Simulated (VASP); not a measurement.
# P (P2/m) in VASP: a series of runs

P is run at these levels: PBE; tasks: single point, relaxation of shape and atoms at fixed volume.

Program: VASP 6.6.1. These are calculated values, not measurements. Logs are shortened: lines on timing, memory, paths and dates and some standing lists are left out, and cuts for length are marked.

**1. The cell of the first run**

Symmetry: P2/m, No. 10, monoclinic system. The conventional cell has a = 4.372 Å, b = 3.308 Å, c = 5.491 Å, α = 90.00°, β = 103.13°, γ = 90.00°. Within 2.9 Å of P (site symmetry m) lie 3 P at 2.23 to 2.27 Å. Within 2.9 Å of P (site symmetry m) lie 3 P at 2.23 to 2.25 Å.

**2. Single point, PBE (19.34 Å³/atom)**

INCAR reads:

```
SYSTEM = P
PREC     = Accurate       ! precision mode
ENCUT    = 520            ! plane-wave cutoff, eV
EDIFF    = 1E-6           ! SCF threshold, eV
ISMEAR   = 0              ! smearing method
SIGMA    = 0.01           ! smearing width, eV
LREAL    = .False.        ! projectors in reciprocal space
LASPH    = .True.         ! aspherical terms in the spheres
NELM     = 60             ! most SCF steps
ALGO     = Normal         ! electronic algorithm
ISIF     = 2              ! what is computed and relaxed
LWAVE    = .False.        ! write WAVECAR
LCHARG   = .False.        ! write CHGCAR
GGA      = PE             ! functional
NBANDS   = 18             ! bands
```

KPOINTS reads:

```
Automatic mesh
0
Gamma
  8 10 6
  0 0 0
```

POSCAR reads:

```
P
1.0
    4.3720780473      0.0000000000      0.0001019311
    0.0000000000      3.3082524244      0.0000000000
   -1.2470126907      0.0000000000      5.3474212148
P
4
Direct
    0.5246234162      0.0000000000      0.7986644019
    0.1338817104      0.5000000000      0.2010396975
    0.4753765838      0.0000000000      0.2013355981
    0.8661182896      0.5000000000      0.7989603025
```

Potentials or basis: VASP PAW PBE potentials, release 64 (P).

Run with:

```
$ cat potpaw_PBE.64/P/POTCAR > POTCAR
$ mpirun -np 1 vasp_std > vasp.out
```

OUTCAR:

```text
SYSTEM = P
   PREC = Accurate
   ENCUT = 520
   EDIFF = 1E-6
   ISMEAR = 0
   LREAL = .False.
   LASPH = .True.
   NELM = 60
   ISIF = 2
   GGA = PE

 ion  position               nearest neighbor table
   1  0.525  0.000  0.799-   4 2.23   4 2.23   3 2.27
   2  0.134  0.500  0.201-   3 2.23   3 2.23   4 2.25
   3  0.475  0.000  0.201-   2 2.23   2 2.23   1 2.27
   4  0.866  0.500  0.799-   1 2.23   1 2.23   2 2.25

  LATTYP: Found a simple monoclinic cell.
 ALAT       =     4.3720780485
 B/A-ratio  =     0.7566773483
 C/A-ratio  =     1.2559010482
 COS(beta)  =    -0.2270827386

  Lattice vectors:

 A1 = (   4.3720780473,   0.0000000000,   0.0001019311)
 A2 = (   0.0000000000,   3.3082524244,   0.0000000000)
 A3 = (  -1.2470126907,   0.0000000000,   5.3474212148)

Analysis of symmetry for initial positions (statically):
=====================================================================
 Subroutine PRICEL returns:
 Original cell was already a primitive cell.

 Routine SETGRP: Setting up the symmetry group for a
 simple monoclinic supercell.

 Subroutine GETGRP returns: Found  4 space group operations
 (whereof  4 operations were pure point group operations)
 out of a pool of  4 trial point group operations.

The static configuration has the point symmetry C_2h.

Analysis of symmetry for dynamics (positions and initial velocities):
=====================================================================
 Subroutine PRICEL returns:
 Original cell was already a primitive cell.

 Routine SETGRP: Setting up the symmetry group for a
 simple monoclinic supercell.

 Subroutine GETGRP returns: Found  4 space group operations
 (whereof  4 operations were pure point group operations)
 out of a pool of  4 trial point group operations.

The dynamic configuration has the point symmetry C_2h.

 Subroutine INISYM returns: Found  4 space group operations
 (whereof  4 operations are pure point group operations),
 and found     1 'primitive' translations

----------------------------------------------------------------------------------------

                                     Primitive cell

  volume of cell :      77.3452

  direct lattice vectors                    reciprocal lattice vectors
     4.372078047  0.000000000  0.000101931     0.228722944  0.000000000  0.053337937
     0.000000000  3.308252424  0.000000000     0.000000000  0.302274395  0.000000000
    -1.247012691  0.000000000  5.347421215    -0.000004360  0.000000000  0.187005011

  length of vectors
     4.372078048  3.308252424  5.490897404     0.234859789  0.302274395  0.187005011

  position of ions in fractional coordinates (direct lattice)
     0.524623416  0.000000000  0.798664402
     0.133881710  0.500000000  0.201039698
     0.475376584  0.000000000  0.201335598
     0.866118290  0.500000000  0.798960302

  ion indices of the primitive-cell ions
   primitive index   ion index
                 1           1
                 2           2
                 3           3
                 4           4

----------------------------------------------------------------------------------------

 KPOINTS: Automatic mesh

Automatic generation of k-mesh.
 Grid dimensions read from file:
 generate k-points for:    8   10    6

 Generating k-lattice:

  Cartesian coordinates                     Fractional coordinates (reciprocal lattice)
     0.028590368  0.000000000  0.006667242     0.125000000  0.000000000  0.000000000
     0.000000000  0.030227439  0.000000000     0.000000000  0.100000000  0.000000000
    -0.000000727  0.000000000  0.031167502     0.000000000  0.000000000  0.166666667

  Length of vectors
     0.029357474  0.030227439  0.031167502

  Shift w.r.t. Gamma in fractional coordinates (k-lattice)
     0.000000000  0.000000000  0.000000000

 Subroutine IBZKPT returns following result:
 ===========================================

 Found    156 irreducible k-points:

 Following reciprocal coordinates:
            Coordinates               Weight
  0.000000  0.000000  0.000000      1.000000
  0.125000  0.000000 -0.000000      2.000000
  0.250000  0.000000 -0.000000      2.000000
  0.375000  0.000000 -0.000000      2.000000
  0.500000  0.000000 -0.000000      1.000000
  0.000000  0.100000  0.000000      2.000000
[... 16 lines left out ...]
  0.250000  0.400000 -0.000000      4.000000
  0.375000  0.400000 -0.000000      4.000000
 [... further k-points ...]
   k-points           NKPTS =    156   k-points in BZ     NKDIM =    156   number of bands    NBANDS=     18
   number of dos      NEDOS =    301   number of ions     NIONS =      4
   total plane-waves  NPLWV =  42336
   dimension x,y,z NGX =    36 NGY =   28 NGZ =   42
   dimension x,y,z NGXF=    72 NGYF=   56 NGZF=   84
   ions per type =               4
   NGX,Y,Z   is equivalent  to a cutoff of  13.69, 14.07, 12.72 a.u.
   NGXF,Y,Z  is equivalent  to a cutoff of  27.38, 28.14, 25.43 a.u.
 SYSTEM =  P
   PREC   = accura    normal or accurate (medium, high low for compatibility)
   ISTART =      0    job   : 0-new  1-cont  2-samecut
   ICHARG =      2    charge: 1-file 2-atom 10-const
   ISPIN  =      1    spin polarized calculation?
   LNONCOLLINEAR =      F non collinear calculations
   LSORBIT =      F    spin-orbit coupling
   LASPH  =      T    aspherical Exc in radial PAW
   ENCUT  =  520.0 eV  38.22 Ry    6.18 a.u.   8.13  6.15 10.21*2*pi/ulx,y,z
   NELM   =     60;   NELMIN=  2; NELMDL= -5     # of ELM steps
   EDIFF  = 0.1E-05   stopping-criterion for ELM
   LREAL  =      F    real-space projection
   EDIFFG = 0.1E-04   stopping-criterion for IOM
   NSW    =      0    number of steps for IOM
   IBRION =     -1    ionic relax: 0-MD 1-quasi-New 2-CG
   NFREE  =      0    steps in history (QN), initial steepest desc. (CG)
   ISIF   =      2    stress and relaxation
   ISYM   =      2    0-nonsym 1-usesym 2-fastsym
   POTIM  = 0.5000    time-step for ionic-motion
   TEBEG  =    0.0;   TEEND  =   0.0 temperature during run
   PSTRESS=    0.0 pullay stress
   NELECT =      20.0000    total number of electrons
   NUPDOWN=      -1.0000    fix difference up-down
   EMIN   =  10.00;   EMAX   =-10.00  energy-range for DOS
   EFERMI =   0.00;   METHOD = LEGACY
   ISMEAR =     0;   SIGMA  =   0.01  broadening in eV -4-tet -1-fermi 0-gaus
   EFERMI_NEDOS =   21; number of points for ismear=-14 and -15
   IALGO  =     38    algorithm
   IMIX   =      4    mixing-type and parameters
     AMIX     =   0.40;   BMIX     =  1.00
     AMIX_MAG =   1.60;   BMIX_MAG =  1.00
  volume/ion in A,a.u.               =      19.34       130.49
  Fermi-wavevector in a.u.,A,eV,Ry     =   1.042975  1.970936 14.800363  1.087796
  Thomas-Fermi vector in A             =   2.177663
   LORBIT       =      0    0 simple, 1 ext, 2 COOP (PROOUT), +10 PAW based schemes
   GGA     = PE    functional components
   LHFCALC =     F    Hartree Fock is set to
   AEXX    =    0.0000 exact exchange contribution
   IVDW    =     0    specifies the selected vdW correction
   LEPSILON=     F    determine dielectric tensor
   LRPA    =     F    only Hartree local field effects (RPA)
 non-spin polarized calculation
 Gauss-broadening in eV      SIGMA  =   0.01
  energy-cutoff  :      520.00
  volume of cell :       77.35
 maximum number of plane-waves:      2108
 NGX is ok and might be reduce to    36
   NGX = 17   NGY = 13   NGZ = 21

 number of electron      19.9999998 magnetization

 Free energy of the ion-electron system (eV)
  ---------------------------------------------------
  ext. energy  EPLUGINS =         0.00000000
  ---------------------------------------------------
  free energy    TOTEN  =       -21.44999085 eV

  energy without entropy =      -21.44994992  energy(sigma->0) =      -21.44997039

 E-fermi :   5.9138     XC(G=0):  -9.7464

 val. band max:        5.9102897880   @ k =  -0.1250   0.0000   0.3333
 cond. band min:       5.9542902660   @ k =   0.3750   0.0000   0.3333
 fundamental gap:      0.0440004781
 Fermi energy:         5.9137921294

 k-point     1 :       0.0000    0.0000    0.0000
  band No.  band energies     occupation
      1      -9.3696      2.00000
      2      -6.3666      2.00000
      3      -2.9865      2.00000
      4      -0.6797      2.00000
      5       1.2638      2.00000
      6       1.5406      2.00000
[... 10 lines left out ...]
     17      12.8213      0.00000
     18      13.2235      0.00000

 k-point     2 :       0.1250    0.0000   -0.0000
  band No.  band energies     occupation
      1      -9.2781      2.00000
      2      -6.4853      2.00000
      3      -3.0817      2.00000
      4      -0.7727      2.00000
      5       0.9287      2.00000
      6       1.9205      2.00000
[... 10 lines left out ...]
     17      12.9813      0.00000
     18      13.5244      0.00000

 k-point     3 :       0.2500    0.0000   -0.0000
  band No.  band energies     occupation
      1      -9.0088      2.00000
      2      -6.8478      2.00000
      3      -3.1630      2.00000
      4      -1.2173      2.00000
      5       0.7786      2.00000
      6       2.5831      2.00000
[... 10 lines left out ...]
     17      13.0070      0.00000
     18      13.3195      0.00000

 k-point     4 :       0.3750    0.0000   -0.0000
  band No.  band energies     occupation
      1      -8.5803      2.00000
      2      -7.3987      2.00000
      3      -2.9962      2.00000
      4      -1.9153      2.00000
      5       1.1856      2.00000
      6       2.9025      2.00000
[... 375 lines left out ...]
      4      -2.1869      2.00000
      5       0.5158      2.00000
      6       0.7367      2.00000
[... 10 lines left out ...]
     17      12.4487      0.00000
     18      13.5977      0.00000

 k-point    23 :       0.2500    0.4000   -0.0000
  band No.  band energies     occupation
      1      -7.1940      2.00000
      2      -5.6241      2.00000
      3      -4.1876      2.00000
      4      -2.4588      2.00000
      5       0.1509      2.00000
      6       0.8096      2.00000
[... 10 lines left out ...]
     17      12.6071      0.00000
     18      13.9933      0.00000

 k-point    24 :       0.3750    0.4000   -0.0000
  band No.  band energies     occupation
      1      -6.8374      2.00000
      2      -5.9587      2.00000
      3      -3.8571      2.00000
      4      -2.8775      2.00000
      5       0.0345      2.00000
      6       0.6459      2.00000
[... 10 lines left out ...]
     17      12.6475      0.00000
     18      13.9422      0.00000

 [... further k-points ...]
[... 5 lines left out ...]
  --------------------------------------------------------------------------------------
  -------------------------------------------------------------------------------------
  Total        0.6535199      0.6352337      0.6771584      0.0000000      0.0000000      0.0104525
  in kB       13.5374252     13.1586338     14.0270896      0.0000000      0.0000000      0.2165188
  external PRESSURE =      13.5743829 kB  Pullay stress =       0.0000000 kB

 VOLUME and BASIS-vectors are now :
 -----------------------------------------------------------------------------
  energy-cutoff  :      520.00
  volume of cell :       77.35
      direct lattice vectors                 reciprocal lattice vectors
     4.372078047  0.000000000  0.000101931     0.228722944  0.000000000  0.053337937
     0.000000000  3.308252424  0.000000000     0.000000000  0.302274395  0.000000000
    -1.247012691  0.000000000  5.347421215    -0.000004360  0.000000000  0.187005011

 POSITION                                       TOTAL-FORCE (eV/Angst)
 -----------------------------------------------------------------------------------
      1.29775      0.00000      4.27085         0.044087     -0.000000      0.030590
      0.33464      1.65413      1.07506         0.046991      0.000000     -0.036912
      1.82732      0.00000      1.07667        -0.044087     -0.000000     -0.030590
      2.79042      1.65413      4.27247        -0.046991     -0.000000      0.036912
 -----------------------------------------------------------------------------------
    total drift:                               -0.000000      0.000000      0.000000

  FREE ENERGIE OF THE ION-ELECTRON SYSTEM (eV)
  ---------------------------------------------------
  free  energy   TOTEN  =       -21.4499908465 eV

  energy  without entropy=      -21.4499499238  energy(sigma->0) =      -21.44997039
```

It took 61 s on 1 thread of Intel Xeon 6975P-C (Granite Rapids), shared host; peak memory 0.29 GiB.

Results:

- Free energy: -21.4500 eV
- Pressure: 1.4 GPa
- Largest force: 0.060 eV/Å
- Band gap on the k mesh: zero (bands 10 and 11 overlap by 0.13 eV)

Forces in eV/Å, atoms in the order of the input:
```
P    0.044  0.000  0.031
P    0.047  0.000 -0.037
P   -0.044  0.000 -0.031
P   -0.047  0.000  0.037
```

Caveat: this functional lacks dispersion, which binds the layers, so the pressure and a relaxed spacing across them are unreliable.

**3. Single point, PBE (20.00 Å³/atom)**

This run uses another cell than the first one, of 20.00 Å³/atom.

INCAR reads:

```
PREC = Accurate
ENCUT = 520
EDIFF = 1E-7
ISMEAR = 0
SIGMA = 0.01
LREAL = F
LASPH = T
NELM = 100
ALGO = Normal
ISIF = 2
LWAVE = F
LCHARG = T
GGA = PE
LELF = T
LVHAR = T
NBANDS = 18
```

KPOINTS reads:

```
Automatic mesh
0
Gamma
  8 10 6
```

POSCAR reads:

```
P
1.0
    4.4651725323      0.0000000000      0.0156415728
    0.0000000000      3.3023664897      0.0000000000
   -1.2545606719      0.0000000000      5.4197155030
P
4
Direct
    0.5302592344      0.0000000000      0.8030638229
    0.1351985411      0.5000000000      0.1970940900
    0.4697407656      0.0000000000      0.1969361771
    0.8648014589      0.5000000000      0.8029059100
```

Potentials or basis: VASP PAW PBE potentials, release 64 (P).

Run with:

```
$ cat potpaw_PBE.64/P/POTCAR > POTCAR
$ mpirun -np 1 vasp_std > vasp.out
```

Wall time 68 s (1 thread of Intel Xeon 6975P-C (Granite Rapids), shared host); peak memory 0.29 GiB.

Results (log left out):

| Item | Value |
| --- | --- |
| Free energy | -21.4742 eV |
| Pressure | 0.8 GPa |
| Largest force | 0.056 eV/Å |
| Band gap on the k mesh | 0.03 eV (least direct gap 0.07 eV) |

Forces in eV/Å, atoms in the order of the input:
```
P    0.032  0.000  0.042
P    0.032  0.000 -0.046
P   -0.032  0.000 -0.042
P   -0.032  0.000  0.046
```

Stress tensor (GPa, compression positive):
```
 0.78  0.00 -0.01
 0.00  0.89  0.00
-0.01  0.00  0.83
```

Levels at points of the mesh, in eV from the valence-band top:
```tsv
k point	band 7	band 8	band 9	band 10	band 11	band 12	band 13	band 14
(0.00, 0.00, 0.00)	-3.46	-2.36	-1.62	-0.08	1.40	1.95	2.92	3.47
(0.50, 0.00, 0.00)	-2.58	-2.47	-0.99	-0.77	1.94	2.36	3.53	3.63
(0.00, 0.50, 0.00)	-2.79	-2.68	-2.52	-2.38	1.36	1.43	1.72	1.81
(0.50, 0.50, 0.00)	-4.68	-4.55	-1.93	-1.86	1.38	2.70	4.24	4.30
(0.00, 0.00, 0.50)	-3.31	-1.88	-1.08	-0.04	0.03	1.82	2.50	3.45
(0.50, 0.00, 0.50)	-2.47	-2.41	-1.23	-0.75	1.70	2.26	3.08	3.34
(0.00, 0.50, 0.50)	-2.95	-2.81	-1.68	-1.19	0.94	1.07	2.10	2.30
(0.50, 0.50, 0.50)	-4.94	-4.94	-0.70	-0.70	1.76	3.63	4.15	4.24
```

Caveat: this functional lacks dispersion, which binds the layers, so the pressure and a relaxed spacing across them are unreliable. A k mesh can miss the band edges.

**4. Single point, PBE (20.65 Å³/atom)**

This run uses another cell than the first one, of 20.65 Å³/atom.

INCAR reads:

```
ALGO = Normal
EDIFF = 1E-6
ENCUT = 520
GGA = PE
ISIF = 2
ISMEAR = 0
LASPH = T
LCHARG = F
LREAL = F
LWAVE = F
NBANDS = 18
NELM = 60
PREC = Accurate
SIGMA = 0.01
```

KPOINTS reads:

```
k-points
0
Gamma
  8 10 6
```

POSCAR reads:

```
P
1.0
    4.5208890005      0.0000000000      0.0281199096
    0.0000000000      3.3029736863      0.0000000000
   -1.2554381830      0.0000000000      5.5250491882
P
4
Direct
    0.5344411621      0.0000000000      0.8076437812
    0.1351737441      0.5000000000      0.1925711492
    0.4655588379      0.0000000000      0.1923562188
    0.8648262559      0.5000000000      0.8074288508
```

Run with:

```
$ cat potpaw_PBE.64/P/POTCAR > POTCAR
$ mpirun -np 1 vasp_std > vasp.out
```

Wall time 68 s (1 thread of Intel Xeon 6975P-C (Granite Rapids), shared host); peak memory 0.29 GiB.

It converged, with:

- Free energy: -21.4889 eV
- Pressure: 0.3 GPa
- Largest force: 0.052 eV/Å
- Band gap on the k mesh: 0.15 eV (least direct gap 0.17 eV)

Forces on the atoms (eV/Å):
```
P    0.030  0.000  0.041
P    0.032  0.000 -0.041
P   -0.030  0.000 -0.041
P   -0.032  0.000  0.041
```

Stress tensor (GPa, compression positive):
```
 0.26  0.00 -0.02
 0.00  0.35  0.00
-0.02  0.00  0.32
```

Levels at points of the mesh, in eV from the valence-band top:
```tsv
k point	band 7	band 8	band 9	band 10	band 11	band 12	band 13	band 14
(0.00, 0.00, 0.00)	-3.39	-2.25	-1.62	-0.08	1.48	1.83	2.87	3.42
(0.50, 0.00, 0.00)	-2.55	-2.46	-1.06	-0.86	1.98	2.31	3.60	3.67
(0.00, 0.50, 0.00)	-2.67	-2.66	-2.54	-2.30	1.40	1.43	1.82	1.91
(0.50, 0.50, 0.00)	-4.66	-4.50	-1.76	-1.75	1.50	2.69	4.09	4.14
(0.00, 0.00, 0.50)	-3.28	-1.83	-1.07	-0.02	0.15	1.81	2.55	3.41
(0.50, 0.00, 0.50)	-2.47	-2.42	-1.30	-0.88	1.78	2.24	3.09	3.36
(0.00, 0.50, 0.50)	-2.90	-2.80	-1.69	-1.28	0.95	1.07	2.17	2.34
(0.50, 0.50, 0.50)	-4.90	-4.83	-0.72	-0.70	1.85	3.45	4.04	4.10
```

Caveat: this functional lacks dispersion, which binds the layers, so the pressure and a relaxed spacing across them are unreliable. A k mesh can miss the band edges.

[end of part 1 of 2]
